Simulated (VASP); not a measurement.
# Li2GeBr6 (P6/mmm) in VASP: density of states with PBE

Aim: the density of states of Li2GeBr6 with PBE.

Everything below comes from runs of VASP 6.6.1. Logs are shortened: lines on timing, memory, paths and dates and some standing lists are left out, and cuts for length are marked.

## Step 1: The cell of the first run

The structure is hexagonal, space group P6/mmm (No. 191). Conventional cell: a = 8.946 Å, b = 8.946 Å, c = 3.640 Å, α = 90.00°, β = 90.00°, γ = 120.00°. Within 4.6 Å of Li (site symmetry -6m2) lie 12 Br at 3.47 Å and 2 Li at 3.64 Å. Ge (site symmetry 6/mmm) has 12 Br at 3.54 Å and 2 Ge at 3.64 Å within 4.7 Å. Within 3.8 Å of Br (site symmetry m2m) lie 5 Br at 2.87 to 3.64 Å and 4 Li at 3.47 Å and 2 Ge at 3.54 Å.

## Step 2: Density of states, PBE

File POSCAR:

```
Li2GeBr6
1.0
    8.9460461844      0.0000000000      0.0000000000
   -4.4730230922      7.7475032591      0.0000000000
    0.0000000000      0.0000000000      3.6402146996
Li Ge Br
2 1 6
Direct
    0.6666666667      0.3333333333      0.0000000000
    0.3333333333      0.6666666667      0.0000000000
    0.0000000000      0.0000000000      0.0000000000
    0.0000000000      0.3395011261      0.5000000000
    0.6604988739      0.6604988739      0.5000000000
    0.3395011261      0.0000000000      0.5000000000
    0.3395011261      0.3395011261      0.5000000000
    0.0000000000      0.6604988739      0.5000000000
    0.6604988739      0.0000000000      0.5000000000
```

File INCAR.step1:

```
SYSTEM = Li2GeBr6
ALGO = Normal
EDIFF = 1E-7
ENCUT = 520
GGA = PE
ISIF = 2
ISMEAR = 0
LASPH = .TRUE.
LCHARG = .TRUE.
LREAL = .FALSE.
LWAVE = .FALSE.
NBANDS = 41
NELM = 100
PREC = Accurate
SIGMA = 0.1
```

File KPOINTS.step1:

```
k-points
0
G
  6 6 10
  0 0 0
```

File INCAR.step2:

```
SYSTEM = Li2GeBr6
ALGO = Normal
EDIFF = 1E-7
ENCUT = 520
GGA = PE
ICHARG = 11
ISIF = 2
ISMEAR = -5
LASPH = .TRUE.
LCHARG = .FALSE.
LORBIT = 10
LREAL = .FALSE.
LWAVE = .FALSE.
NBANDS = 41
NEDOS = 1001
NELM = 100
PREC = Accurate
SIGMA = 0.1
```

File KPOINTS.step2:

```
k-points
0
G
  9 9 15
  0 0 0
```

Potentials or basis: VASP PAW PBE potentials, release 64 (Li_sv, Ge_d, Br).

On the command line:

```sh
$ cat potpaw_PBE.64/Li_sv/POTCAR potpaw_PBE.64/Ge_d/POTCAR potpaw_PBE.64/Br/POTCAR > POTCAR
$ cp INCAR.step1 INCAR
$ cp KPOINTS.step1 KPOINTS
$ mpirun -np 1 vasp_std > vasp.out
$ cp INCAR.step2 INCAR
$ cp KPOINTS.step2 KPOINTS
$ mpirun -np 1 vasp_std > vasp.out
```

OUTCAR:

```text
SYSTEM = Li2GeBr6
   EDIFF = 1E-7
   ENCUT = 520
   GGA = PE
   ICHARG = 11
   ISIF = 2
   ISMEAR = -5
   LASPH = .TRUE.
   LORBIT = 10
   LREAL = .FALSE.
   NELM = 100
   PREC = Accurate

 ion  position               nearest neighbor table
   1  0.667  0.333  0.000-
   2  0.333  0.667  0.000-
   3  0.000  0.000  0.000-
   4  0.000  0.340  0.500-
   5  0.660  0.660  0.500-
   6  0.340  0.000  0.500-
   7  0.340  0.340  0.500-
   8  0.000  0.660  0.500-
   9  0.660  0.000  0.500-

  LATTYP: Found a hexagonal cell.
 ALAT       =     8.9460461844
 C/A-ratio  =     0.4069076578

  Lattice vectors:

 A1 = (   8.9460461844,   0.0000000000,   0.0000000000)
 A2 = (  -4.4730230922,   7.7475032591,   0.0000000000)
 A3 = (   0.0000000000,   0.0000000000,   3.6402146996)

Analysis of symmetry for initial positions (statically):
=====================================================================
 Subroutine PRICEL returns:
 Original cell was already a primitive cell.

 Routine SETGRP: Setting up the symmetry group for a
 hexagonal supercell.

 Subroutine GETGRP returns: Found 24 space group operations
 (whereof 24 operations were pure point group operations)
 out of a pool of 24 trial point group operations.

The static configuration has the point symmetry D_6h.

Analysis of symmetry for dynamics (positions and initial velocities):
=====================================================================
 Subroutine PRICEL returns:
 Original cell was already a primitive cell.

 Routine SETGRP: Setting up the symmetry group for a
 hexagonal supercell.

 Subroutine GETGRP returns: Found 24 space group operations
 (whereof 24 operations were pure point group operations)
 out of a pool of 24 trial point group operations.

The dynamic configuration has the point symmetry D_6h.

 Subroutine INISYM returns: Found 24 space group operations
 (whereof 24 operations are pure point group operations),
 and found     1 'primitive' translations

----------------------------------------------------------------------------------------

                                     Primitive cell

  volume of cell :     252.3015

  direct lattice vectors                    reciprocal lattice vectors
     8.946046184  0.000000000  0.000000000     0.111781225  0.064536920  0.000000000
    -4.473023092  7.747503259  0.000000000     0.000000000  0.129073841  0.000000000
     0.000000000  0.000000000  3.640214700     0.000000000  0.000000000  0.274709071

  length of vectors
     8.946046184  8.946046184  3.640214700     0.129073841  0.129073841  0.274709071

  position of ions in fractional coordinates (direct lattice)
     0.666666667  0.333333333  0.000000000
     0.333333333  0.666666667  0.000000000
     0.000000000  0.000000000  0.000000000
     0.000000000  0.339501126  0.500000000
     0.660498874  0.660498874  0.500000000
     0.339501126  0.000000000  0.500000000
     0.339501126  0.339501126  0.500000000
     0.000000000  0.660498874  0.500000000
     0.660498874  0.000000000  0.500000000

  ion indices of the primitive-cell ions
   primitive index   ion index
                 1           1
                 2           2
                 3           3
                 4           4
                 5           5
                 6           6
                 7           7
                 8           8
                 9           9

----------------------------------------------------------------------------------------

 KPOINTS: k-points

Automatic generation of k-mesh.
 Grid dimensions read from file:
 generate k-points for:    9    9   15

 Generating k-lattice:

  Cartesian coordinates                     Fractional coordinates (reciprocal lattice)
     0.012420136  0.007170769  0.000000000     0.111111111  0.000000000  0.000000000
     0.000000000  0.014341538  0.000000000     0.000000000  0.111111111  0.000000000
     0.000000000  0.000000000  0.018313938     0.000000000  0.000000000  0.066666667

  Length of vectors
     0.014341538  0.014341538  0.018313938

  Shift w.r.t. Gamma in fractional coordinates (k-lattice)
     0.000000000  0.000000000  0.000000000

 TETIRR: Found   1191 inequivalent tetrahedra from     7290

 Subroutine IBZKPT returns following result:
 ===========================================

 Found     96 irreducible k-points:

 Following reciprocal coordinates:
            Coordinates               Weight
  0.000000  0.000000  0.000000      1.000000
  0.111111  0.000000  0.000000      6.000000
  0.222222 -0.000000  0.000000      6.000000
  0.333333 -0.000000  0.000000      6.000000
  0.444444 -0.000000  0.000000      6.000000
  0.111111  0.111111  0.000000      6.000000
[... 16 lines left out ...]
  0.333333  0.222222  0.066667     24.000000
  0.333333  0.333333  0.066667      4.000000
 [... further k-points ...]
   k-points           NKPTS =     96   k-points in BZ     NKDIM =     96   number of bands    NBANDS=     41
   number of dos      NEDOS =   1001   number of ions     NIONS =      9
   total plane-waves  NPLWV = 137200
   dimension x,y,z NGX =    70 NGY =   70 NGZ =   28
   dimension x,y,z NGXF=   140 NGYF=  140 NGZF=   56
   ions per type =               2   1   6
   NGX,Y,Z   is equivalent  to a cutoff of  13.01, 13.01, 12.79 a.u.
   NGXF,Y,Z  is equivalent  to a cutoff of  26.02, 26.02, 25.57 a.u.
 SYSTEM =  Li2GeBr6
   PREC   = accura    normal or accurate (medium, high low for compatibility)
   ISTART =      0    job   : 0-new  1-cont  2-samecut
   ICHARG =     11    charge: 1-file 2-atom 10-const
   ISPIN  =      1    spin polarized calculation?
   LNONCOLLINEAR =      F non collinear calculations
   LSORBIT =      F    spin-orbit coupling
   LASPH  =      T    aspherical Exc in radial PAW
   ENCUT  =  520.0 eV  38.22 Ry    6.18 a.u.  16.63 16.63  6.77*2*pi/ulx,y,z
   NELM   =    100;   NELMIN=  2; NELMDL=  0     # of ELM steps
   EDIFF  = 0.1E-06   stopping-criterion for ELM
   LREAL  =      F    real-space projection
   EDIFFG = 0.1E-05   stopping-criterion for IOM
   NSW    =      0    number of steps for IOM
   IBRION =     -1    ionic relax: 0-MD 1-quasi-New 2-CG
   NFREE  =      0    steps in history (QN), initial steepest desc. (CG)
   ISIF   =      2    stress and relaxation
   ISYM   =      2    0-nonsym 1-usesym 2-fastsym
   POTIM  = 0.5000    time-step for ionic-motion
   TEBEG  =    0.0;   TEEND  =   0.0 temperature during run
   PSTRESS=    0.0 pullay stress
   NELECT =      62.0000    total number of electrons
   NUPDOWN=      -1.0000    fix difference up-down
   EMIN   =  10.00;   EMAX   =-10.00  energy-range for DOS
   EFERMI =   0.00;   METHOD = LEGACY
   ISMEAR =    -5;   SIGMA  =   0.10  broadening in eV -4-tet -1-fermi 0-gaus
   EFERMI_NEDOS =   21; number of points for ismear=-14 and -15
   IALGO  =     38    algorithm
   IMIX   =      4    mixing-type and parameters
     AMIX     =   0.40;   BMIX     =  1.00
     AMIX_MAG =   1.60;   BMIX_MAG =  1.00
  volume/ion in A,a.u.               =      28.03       189.18
  Fermi-wavevector in a.u.,A,eV,Ry     =   1.025413  1.937749 14.306139  1.051472
  Thomas-Fermi vector in A             =   2.159252
   LORBIT       =     10    0 simple, 1 ext, 2 COOP (PROOUT), +10 PAW based schemes
   GGA     = PE    functional components
   LHFCALC =     F    Hartree Fock is set to
   AEXX    =    0.0000 exact exchange contribution
   IVDW    =     0    specifies the selected vdW correction
   LEPSILON=     F    determine dielectric tensor
   LRPA    =     F    only Hartree local field effects (RPA)
 non-spin polarized calculation
 Fermi weights with tetrahedron method with Bloechl corrections
  energy-cutoff  :      520.00
  volume of cell :      252.30
 maximum number of plane-waves:      6829
 NGX is ok and might be reduce to    70

 number of electron      62.0000014 magnetization

 Free energy of the ion-electron system (eV)
  ---------------------------------------------------
  ext. energy  EPLUGINS =         0.00000000
  ---------------------------------------------------
  free energy    TOTEN  =       -19.66450207 eV

  energy without entropy =      -19.66450207  energy(sigma->0) =      -19.66450207

 E-fermi :   1.6005     XC(G=0):  -8.2252

 val. band max:        1.6095738500   @ k =   0.2222   0.2222   0.4000
 cond. band min:       1.6120652947   @ k =   0.3333   0.2222   0.4000
 fundamental gap:      0.0024914446
 Fermi energy:         1.6005487457

 k-point     1 :       0.0000    0.0000    0.0000
  band No.  band energies     occupation
      1     -46.1955      2.00000
      2     -46.1954      2.00000
      3     -24.6119      2.00000
      4     -24.6119      2.00000
      5     -24.5735      2.00000
      6     -24.5735      2.00000
[... 33 lines left out ...]
     40       7.6147      0.00000
     41       7.9254      0.00000

 k-point     2 :       0.1111    0.0000    0.0000
  band No.  band energies     occupation
      1     -46.1954      2.00000
      2     -46.1954      2.00000
      3     -24.6119      2.00000
      4     -24.6119      2.00000
      5     -24.5735      2.00000
      6     -24.5735      2.00000
[... 957 lines left out ...]
     40       7.3308      0.00000
     41       7.9842      0.00000

 k-point    24 :       0.3333    0.3333    0.0667
  band No.  band energies     occupation
      1     -46.1954      2.00000
      2     -46.1954      2.00000
      3     -24.6119      2.00000
      4     -24.6119      2.00000
      5     -24.5736      2.00000
      6     -24.5736      2.00000
[... 33 lines left out ...]
     40       7.1770      0.00000
     41       7.9440      0.00000

 [... further k-points ...]
[... 5 lines left out ...]
  --------------------------------------------------------------------------------------
  -------------------------------------------------------------------------------------
  Total       -0.0115216     -0.0115216     -0.0658081      0.0000000      0.0000000      0.0000000
  in kB       -0.0731650     -0.0731650     -0.4178980      0.0000000      0.0000000      0.0000000
  external PRESSURE =      -0.1880760 kB  Pullay stress =       0.0000000 kB

 VOLUME and BASIS-vectors are now :
 -----------------------------------------------------------------------------
  energy-cutoff  :      520.00
  volume of cell :      252.30
      direct lattice vectors                 reciprocal lattice vectors
     8.946046184  0.000000000  0.000000000     0.111781225  0.064536920  0.000000000
    -4.473023092  7.747503259  0.000000000     0.000000000  0.129073841  0.000000000
     0.000000000  0.000000000  3.640214700     0.000000000  0.000000000  0.274709071

 POSITION                                       TOTAL-FORCE (eV/Angst)
 -----------------------------------------------------------------------------------
      4.47302      2.58250      0.00000        -0.000000     -0.000000      0.000000
     -0.00000      5.16500      0.00000        -0.000000      0.000000     -0.000000
      0.00000      0.00000      0.00000        -0.000000     -0.000000      0.000000
     -1.51860      2.63029      1.82011        -0.005342      0.009252      0.000000
      2.95443      5.11722      1.82011        -0.005342     -0.009252      0.000000
      3.03719      0.00000      1.82011         0.010683     -0.000000     -0.000000
      1.51860      2.63029      1.82011         0.005342      0.009252      0.000000
     -2.95443      5.11722      1.82011         0.005342     -0.009252      0.000000
      5.90885      0.00000      1.82011        -0.010683      0.000000     -0.000000
 -----------------------------------------------------------------------------------
    total drift:                                0.000000      0.000000     -0.000000

  FREE ENERGIE OF THE ION-ELECTRON SYSTEM (eV)
  ---------------------------------------------------
  free  energy   TOTEN  =       -19.6645020679 eV

  energy  without entropy=      -19.6645020679  energy(sigma->0) =      -19.66450207

 total charge

# of ion       s       p       d       tot
------------------------------------------
    1        1.990   0.010   0.000   2.000
    2        1.990   0.010   0.000   2.000
    3        1.381   0.472   9.974  11.827
    4        1.637   3.128   0.020   4.785
    5        1.637   3.128   0.020   4.785
    6        1.637   3.128   0.020   4.785
    7        1.637   3.128   0.020   4.785
    8        1.637   3.128   0.020   4.785
    9        1.637   3.128   0.020   4.785
--------------------------------------------------
tot         15.185  19.260  10.093  44.537
```

Wall time 12 min (1 thread of Intel Xeon 6975P-C (Granite Rapids), shared host); peak memory 0.92 GiB.

Results:

| Quantity | Value |
| --- | --- |
| Valence electrons inside the program's atomic spheres | Li 2.00; Ge 11.83; Br 4.79 |

Levels at points of the mesh, in eV from the Fermi level:
| k point | band 29 | band 30 | band 31 | band 32 | band 33 | band 34 |
| --- | --- | --- | --- | --- | --- | --- |
| (0.00, 0.00, 0.00) | -1.01 | -0.27 | 0.27 | 0.42 | 1.76 | 1.76 |

Caveat: the cutoff is under 1.25 times the usual one of these potentials, so pressure, stress and relaxed cells hold a basis-set (Pulay) error; tetrahedron occupations give inexact forces and stress in metals.
